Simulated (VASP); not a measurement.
Set up this calculation in VASP 6.6.1, as the native input.

```
Task                   : single point
Functional             : BLYP
Dispersion             : D4
Potentials or basis    : VASP PAW PBE potentials, release 64 (P, B)
Cutoff                 : 520 eV
k mesh                 : 10 × 10 × 10
Occupations            : fermi-dirac, width 0.05 eV
Spin                   : no spin polarisation
Dipole correction      : no
Further INCAR settings : ALGO = Normal; EDIFF = 1e-07; NBANDS = 11
```

The structure of BP lies in POSCAR:

```
BP
1.0
    0.0000000000      2.2508066034      2.2508066034
    2.2508066034      0.0000000000      2.2508066034
    2.2508066034      2.2508066034      0.0000000000
P B
1 1
Direct
    0.7500000000      0.7500000000      0.7500000000
    0.0000000000      0.0000000000      0.0000000000
```

The input as run:

INCAR

```
SYSTEM = BP
PREC = Accurate
ENCUT = 520
EDIFF = 1E-7
ISMEAR = -1
SIGMA = 0.05
LREAL = .False.
LASPH = .True.
NELM = 100
ALGO = Normal
ISIF = 2
LWAVE = .False.
LCHARG = .True.
GGA = B5
ALDAX = 1.0
AGGAX = 1.0
AGGAC = 1.0
ALDAC = 0.0
IVDW = 13
VDW_S6 = 1.0
VDW_S8 = 2.34076671
VDW_A1 = 0.44488865
VDW_A2 = 4.0933009
LELF = .True.
LVHAR = .True.
NBANDS = 11
```

KPOINTS

```
Automatic mesh
0
Gamma
  10 10 10
  0 0 0
```

Potentials or basis: VASP PAW PBE potentials, release 64 (P, B).

Run with:

```console
$ cat potpaw_PBE.64/P/POTCAR potpaw_PBE.64/B/POTCAR > POTCAR
$ mpirun -np 1 vasp_std > vasp.out
```

Results of the run:

```
Pressure                   : -0.2 GPa
Band gap on the k mesh     : 1.51 eV, indirect (least direct gap 3.62 eV)
Dispersion energy per atom : -0.708 eV
```

Caveat: the PAW data sets were made with another functional, which shifts forces and pressure a little.

It took 13 s on 1 thread of AMD EPYC 9R45 96-Core Processor (Zen 5), on a shared host, peak memory 0.11 GiB.
